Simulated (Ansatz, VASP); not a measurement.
## Be3Br2 in VASP and in Ansatz

The input INCAR:

```
SYSTEM = Be3Br2
ALGO = Normal
EDIFF = 1E-7
ENCUT = 520
GGA = PE
ISIF = 2
ISMEAR = 0
LASPH = .TRUE.
LCHARG = .FALSE.
LREAL = .FALSE.
LWAVE = .FALSE.
NBANDS = 31
NELM = 80
PREC = Accurate
SIGMA = 0.1
```

KPOINTS

```
k-points
0
G
  6 6 6
  0 0 0
```

File POSCAR:

```
Be3Br2
1.0
    2.9812713038      1.7212377897      5.4263614722
   -2.9812713038      1.7212377897      5.4263614722
    0.0000000000     -3.4424755796      5.4263614722
Be Br
6 4
Direct
    0.0562500000      0.4437500000      0.7500000000
    0.7500000000      0.0562500000      0.4437500000
    0.4437500000      0.7500000000      0.0562500000
    0.9437500000      0.5562500000      0.2500000000
    0.2500000000      0.9437500000      0.5562500000
    0.5562500000      0.2500000000      0.9437500000
    0.8521800000      0.8521800000      0.8521800000
    0.6478200000      0.6478200000      0.6478200000
    0.1478200000      0.1478200000      0.1478200000
    0.3521800000      0.3521800000      0.3521800000
```

Input for Ansatz:

```yaml
crystal:
  lattice:
    - [2.9812713038, 1.7212377897, 5.4263614722]
    - [-2.9812713038, 1.7212377897, 5.4263614722]
    - [0.0, -3.4424755796, 5.4263614722]
  atoms:
    - { symbol: Be, position: [0.05625, 0.44375, 0.75] }
    - { symbol: Be, position: [0.75, 0.05625, 0.44375] }
    - { symbol: Be, position: [0.44375, 0.75, 0.05625] }
    - { symbol: Be, position: [0.94375, 0.55625, 0.25] }
    - { symbol: Be, position: [0.25, 0.94375, 0.55625] }
    - { symbol: Be, position: [0.55625, 0.25, 0.94375] }
    - { symbol: Br, position: [0.85218, 0.85218, 0.85218] }
    - { symbol: Br, position: [0.64782, 0.64782, 0.64782] }
    - { symbol: Br, position: [0.14782, 0.14782, 0.14782] }
    - { symbol: Br, position: [0.35218, 0.35218, 0.35218] }
basis:
  ecutwfc: 420
kpoints:
  mp_grid: { grid: [6, 6, 6] }
hamiltonian:
  xc: pbe
scf:
  occupations: { method: gaussian, width: 0.1 }
  lower_state_search: "off"
output:
  forces: true
  stress: true
  eigenvalues: true
```

Alike in both runs: task single point; functional PBE; k mesh 6 × 6 × 6; occupations gaussian, width 0.1 eV; no spin polarisation.

```csv
,VASP,Ansatz
version,VASP 6.6.1,Ansatz 0.2.0
potentials or method,"VASP PAW PBE potentials, release 64 (Be, Br), cutoff 520 eV","scalar-relativistic, plane waves, PAW"
valence electrons in the cell,40,40
```

VASP gave:

| Quantity | Value |
| --- | --- |
| gap on the k mesh at the Fermi level (eV) | none |
| pressure (GPa) | 7.0 |
| traceless stress, the component that is largest in VASP (GPa) | 1.74 |
| rms of the force components (eV/Å) | 0.167 |

Question: Estimate Ansatz's values.

Answer: gap on the k mesh at the Fermi level (eV): none; pressure (GPa): 7.0; traceless stress, the component that is largest in VASP (GPa): 1.75; rms of the force components (eV/Å): 0.168.

Atom by atom the forces differ by 0.001 eV/Å (rms over components). A gap of «none» marks a metal or a gap that the smearing closes.
